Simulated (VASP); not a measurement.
# GaN (I4/mmm) in VASP: notebook, part 2 of 2

VASP 6.6.1. Earlier steps stand in the parts before.

### 3 Single point, r2SCAN

This run uses another cell than the first one, of the same volume but with other edges.

The input, POSCAR:

```
GaN
1.0
    0.0000000000      1.8652995836      2.7979493754
    1.8652995836      0.0000000000      2.7979493754
    1.8652995836      1.8652995836      0.0000000000
Ga N
1 1
Direct
    0.0000000000      0.0000000000      0.0000000000
    0.5000000000      0.5000000000      0.5000000000
```

The input, INCAR.step1:

```
SYSTEM = GaN
PREC = Accurate
ENCUT = 520
ISMEAR = 0
SIGMA = 0.05
LREAL = .FALSE.
LASPH = .TRUE.
NELM = 80
NBANDS = 16
GGA = PE
ALGO = Normal
EDIFF = 1E-4
LWAVE = .TRUE.
LCHARG = .FALSE.
```

The input, INCAR.step2:

```
SYSTEM = GaN
PREC = Accurate
ENCUT = 520
EDIFF = 1E-6
ISMEAR = 0
SIGMA = 0.05
LREAL = .FALSE.
LASPH = .TRUE.
NELM = 80
ALGO = Normal
ISIF = 2
LWAVE = .FALSE.
LCHARG = .FALSE.
METAGGA = R2SCAN
LMIXTAU = .TRUE.
NBANDS = 16
ISTART = 1
```

The input, KPOINTS:

```
regular mesh
0
G
  12 12 12
  0 0 0
```

Potentials or basis: VASP PAW PBE potentials, release 64 (Ga_d, N).

The run is started by

```
cat potpaw_PBE.64/Ga_d/POTCAR potpaw_PBE.64/N/POTCAR > POTCAR
cp INCAR.step1 INCAR
mpirun -np 1 vasp_std > vasp.out
cp INCAR.step2 INCAR
mpirun -np 1 vasp_std > vasp.out
```

OUTCAR:

```text
SYSTEM = GaN
   PREC = Accurate
   ENCUT = 520
   EDIFF = 1E-6
   ISMEAR = 0
   LREAL = .FALSE.
   LASPH = .TRUE.
   NELM = 80
   ISIF = 2
   METAGGA = R2SCAN
   ISTART = 1

 ion  position               nearest neighbor table
   1  0.000  0.000  0.000-   2 1.87   2 1.87   2 1.87   2 1.87
   2  0.500  0.500  0.500-   1 1.87   1 1.87   1 1.87   1 1.87

  LATTYP: Found a body centered tetragonal cell.
 ALAT       =     2.6379319690
 C/A-ratio  =     2.1213203436

  Lattice vectors:

 A1 = (  -1.8652995836,   0.0000000000,   2.7979493754)
 A2 = (   1.8652995836,   0.0000000000,   2.7979493754)
 A3 = (   0.0000000000,   1.8652995836,  -2.7979493754)

Analysis of symmetry for initial positions (statically):
=====================================================================
 Subroutine PRICEL returns:
 Original cell was already a primitive cell.

 Routine SETGRP: Setting up the symmetry group for a
 body centered tetragonal supercell.

 Subroutine GETGRP returns: Found 16 space group operations
 (whereof 16 operations were pure point group operations)
 out of a pool of 16 trial point group operations.

The static configuration has the point symmetry D_4h.

Analysis of symmetry for dynamics (positions and initial velocities):
=====================================================================
 Subroutine PRICEL returns:
 Original cell was already a primitive cell.

 Routine SETGRP: Setting up the symmetry group for a
 body centered tetragonal supercell.

 Subroutine GETGRP returns: Found 16 space group operations
 (whereof 16 operations were pure point group operations)
 out of a pool of 16 trial point group operations.

The dynamic configuration has the point symmetry D_4h.

 Subroutine INISYM returns: Found 16 space group operations
 (whereof 16 operations are pure point group operations),
 and found     1 'primitive' translations

----------------------------------------------------------------------------------------

                                     Primitive cell

  volume of cell :      19.4700

  direct lattice vectors                    reciprocal lattice vectors
     0.000000000  1.865299584  2.797949375    -0.268053456  0.268053456  0.178702304
     1.865299584  0.000000000  2.797949375     0.268053456 -0.268053456  0.178702304
     1.865299584  1.865299584  0.000000000     0.268053456  0.268053456 -0.178702304

  length of vectors
     3.362716646  3.362716646  2.637931969     0.419094052  0.419094052  0.419094052

  position of ions in fractional coordinates (direct lattice)
     0.000000000  0.000000000  0.000000000
     0.500000000  0.500000000  0.500000000

  ion indices of the primitive-cell ions
   primitive index   ion index
                 1           1
                 2           2

----------------------------------------------------------------------------------------

 KPOINTS: regular mesh

Automatic generation of k-mesh.
 Grid dimensions read from file:
 generate k-points for:   12   12   12

 Generating k-lattice:

  Cartesian coordinates                     Fractional coordinates (reciprocal lattice)
    -0.022337788  0.022337788  0.014891859     0.083333333  0.000000000  0.000000000
     0.022337788 -0.022337788  0.014891859     0.000000000  0.083333333  0.000000000
     0.022337788  0.022337788 -0.014891859    -0.000000000 -0.000000000  0.083333333

  Length of vectors
     0.034924504  0.034924504  0.034924504

  Shift w.r.t. Gamma in fractional coordinates (k-lattice)
     0.000000000  0.000000000  0.000000000

 Subroutine IBZKPT returns following result:
 ===========================================

 Found    163 irreducible k-points:

 Following reciprocal coordinates:
            Coordinates               Weight
  0.000000  0.000000  0.000000      1.000000
  0.083333 -0.000000  0.000000      8.000000
  0.166667 -0.000000  0.000000      8.000000
  0.250000  0.000000  0.000000      8.000000
  0.333333 -0.000000  0.000000      8.000000
  0.416667  0.000000  0.000000      8.000000
[... 16 lines left out ...]
  0.500000  0.166667  0.000000      8.000000
 -0.416667  0.166667  0.000000      8.000000
 [... further k-points ...]
   k-points           NKPTS =    163   k-points in BZ     NKDIM =    163   number of bands    NBANDS=     16
   number of dos      NEDOS =    301   number of ions     NIONS =      2
   total plane-waves  NPLWV =  15680
   dimension x,y,z NGX =    28 NGY =   28 NGZ =   20
   dimension x,y,z NGXF=    56 NGYF=   56 NGZF=   40
   ions per type =               1   1
   NGX,Y,Z   is equivalent  to a cutoff of  13.84, 13.84, 12.60 a.u.
   NGXF,Y,Z  is equivalent  to a cutoff of  27.69, 27.69, 25.21 a.u.
 SYSTEM =  GaN
   PREC   = accura    normal or accurate (medium, high low for compatibility)
   ISTART =      1    job   : 0-new  1-cont  2-samecut
   ICHARG =      0    charge: 1-file 2-atom 10-const
   ISPIN  =      1    spin polarized calculation?
   LNONCOLLINEAR =      F non collinear calculations
   LSORBIT =      F    spin-orbit coupling
   LASPH  =      T    aspherical Exc in radial PAW
   ENCUT  =  520.0 eV  38.22 Ry    6.18 a.u.   6.25  6.25  4.90*2*pi/ulx,y,z
   NELM   =     80;   NELMIN=  2; NELMDL=  0     # of ELM steps
   EDIFF  = 0.1E-05   stopping-criterion for ELM
   LREAL  =      F    real-space projection
   EDIFFG = 0.1E-04   stopping-criterion for IOM
   NSW    =      0    number of steps for IOM
   IBRION =     -1    ionic relax: 0-MD 1-quasi-New 2-CG
   NFREE  =      0    steps in history (QN), initial steepest desc. (CG)
   ISIF   =      2    stress and relaxation
   ISYM   =      2    0-nonsym 1-usesym 2-fastsym
   POTIM  = 0.5000    time-step for ionic-motion
   TEBEG  =    0.0;   TEEND  =   0.0 temperature during run
   PSTRESS=    0.0 pullay stress
   NELECT =      18.0000    total number of electrons
   NUPDOWN=      -1.0000    fix difference up-down
   EMIN   =  10.00;   EMAX   =-10.00  energy-range for DOS
   EFERMI =   0.00;   METHOD = LEGACY
   ISMEAR =     0;   SIGMA  =   0.05  broadening in eV -4-tet -1-fermi 0-gaus
   EFERMI_NEDOS =   21; number of points for ismear=-14 and -15
   IALGO  =     38    algorithm
   IMIX   =      4    mixing-type and parameters
     AMIX     =   0.40;   BMIX     =  1.00
     AMIX_MAG =   1.60;   BMIX_MAG =  1.00
  volume/ion in A,a.u.               =       9.74        65.70
  Fermi-wavevector in a.u.,A,eV,Ry     =   1.594814  3.013761 34.605481  2.543431
  Thomas-Fermi vector in A             =   2.692830
   LORBIT       =      0    0 simple, 1 ext, 2 COOP (PROOUT), +10 PAW based schemes
   METAGGA = R2SCAN    functional components
   LHFCALC =     F    Hartree Fock is set to
   AEXX    =    0.0000 exact exchange contribution
   IVDW    =     0    specifies the selected vdW correction
   LEPSILON=     F    determine dielectric tensor
   LRPA    =     F    only Hartree local field effects (RPA)
 non-spin polarized calculation
 Gauss-broadening in eV      SIGMA  =   0.05
  energy-cutoff  :      520.00
  volume of cell :       19.47
 maximum number of plane-waves:       534
 NGX is ok and might be reduce to    28

 number of electron      18.0000005 magnetization

 Free energy of the ion-electron system (eV)
  ---------------------------------------------------
  ext. energy  EPLUGINS =         0.00000000
  ---------------------------------------------------
  free energy    TOTEN  =       -19.85909958 eV

  energy without entropy =      -19.85909958  energy(sigma->0) =      -19.85909958

 E-fermi :   8.6158     XC(G=0): -13.6549

 val. band max:        8.2985716522   @ k =   0.5000   0.0000   0.0000
 cond. band min:       8.8312800847   @ k =   0.5000   0.0000   0.5000
 fundamental gap:      0.5327084326
 Fermi energy:         8.6158374355

 k-point     1 :       0.0000    0.0000    0.0000
  band No.  band energies     occupation
      1     -11.7953      2.00000
      2      -7.3153      2.00000
      3      -6.9534      2.00000
      4      -6.9530      2.00000
      5      -6.9273      2.00000
      6      -6.7924      2.00000
[... 8 lines left out ...]
     15      25.5455      0.00000
     16      26.2135      0.00000
[... 419 lines left out ...]
 k-point    24 :      -0.4167    0.1667    0.0000
  band No.  band energies     occupation
      1      -8.8092      2.00000
      2      -7.4391      2.00000
      3      -7.4150      2.00000
      4      -7.2999      2.00000
      5      -6.8827      2.00000
      6      -6.6646      2.00000
[... 8 lines left out ...]
     15      29.7047      0.00000
     16      32.7915      0.00000

 [... further k-points ...]
[... 5 lines left out ...]
  --------------------------------------------------------------------------------------
  -------------------------------------------------------------------------------------
  Total        9.3449418      9.3449418     -0.6849494      0.0000000      0.0000000      0.0000000
  in kB      768.9890372    768.9890372    -56.3640340      0.0000000      0.0000000      0.0000000
  external PRESSURE =     493.8713468 kB  Pullay stress =       0.0000000 kB

 VOLUME and BASIS-vectors are now :
 -----------------------------------------------------------------------------
  energy-cutoff  :      520.00
  volume of cell :       19.47
      direct lattice vectors                 reciprocal lattice vectors
     0.000000000  1.865299584  2.797949375    -0.268053456  0.268053456  0.178702304
     1.865299584  0.000000000  2.797949375     0.268053456 -0.268053456  0.178702304
     1.865299584  1.865299584  0.000000000     0.268053456  0.268053456 -0.178702304

 POSITION                                       TOTAL-FORCE (eV/Angst)
 -----------------------------------------------------------------------------------
      0.00000      0.00000      0.00000         0.000000      0.000000      0.000000
      1.86530      1.86530      2.79795         0.000000      0.000000     -0.000000
 -----------------------------------------------------------------------------------
    total drift:                                0.000000      0.000000      0.000000

  FREE ENERGIE OF THE ION-ELECTRON SYSTEM (eV)
  ---------------------------------------------------
  free  energy   TOTEN  =       -19.8590995846 eV

  energy  without entropy=      -19.8590995846  energy(sigma->0) =      -19.85909958
```

OSZICAR.step1:

```text
N       E                     dE             d eps       ncg     rms          rms(c)
DAV:   1     0.795632255328E+02    0.79563E+02   -0.93520E+03  6040   0.213E+03
DAV:   2    -0.785231228693E+01   -0.87416E+02   -0.81021E+02  6048   0.329E+02
DAV:   3    -0.127032024938E+02   -0.48509E+01   -0.48351E+01  6024   0.669E+01
DAV:   4    -0.127515149694E+02   -0.48312E-01   -0.48308E-01  6472   0.697E+00
DAV:   5    -0.127521000222E+02   -0.58505E-03   -0.58505E-03  6144   0.703E-01    0.884E+00
DAV:   6    -0.100768173072E+02    0.26753E+01   -0.54541E+00  7600   0.495E+01    0.281E+00
DAV:   7    -0.100684630661E+02    0.83542E-02   -0.51767E-01  5432   0.693E+00    0.185E+00
DAV:   8    -0.100466455623E+02    0.21818E-01   -0.53808E-02  6512   0.481E+00    0.445E-01
DAV:   9    -0.100433562733E+02    0.32893E-02   -0.17268E-02  7432   0.373E+00    0.139E-01
DAV:  10    -0.100432327364E+02    0.12354E-03   -0.11611E-03  5752   0.390E-01    0.720E-02
DAV:  11    -0.100432080105E+02    0.24726E-04   -0.24715E-04  5832   0.245E-01
   1 F= -.10043208E+02 E0= -.10043137E+02  d E =-.142595E-03
```

Run time: 6.4 min. Hardware: 1 thread of Intel Xeon 8259CL, shared host; peak memory 0.18 GiB.

What came out:

```yaml
Free_energy: -19.8591 eV
Pressure: 49.4 GPa
Band_gap_on_the_k_mesh: 0.53 eV (least direct gap 2.21 eV)
```

Caveat: the stress differs along the axes, from -6 to 77 GPa; semilocal functionals underestimate gaps, and a narrow one can read as zero; the PAW data sets were made with another functional, which shifts forces and pressure a little. A k mesh can miss the band edges.
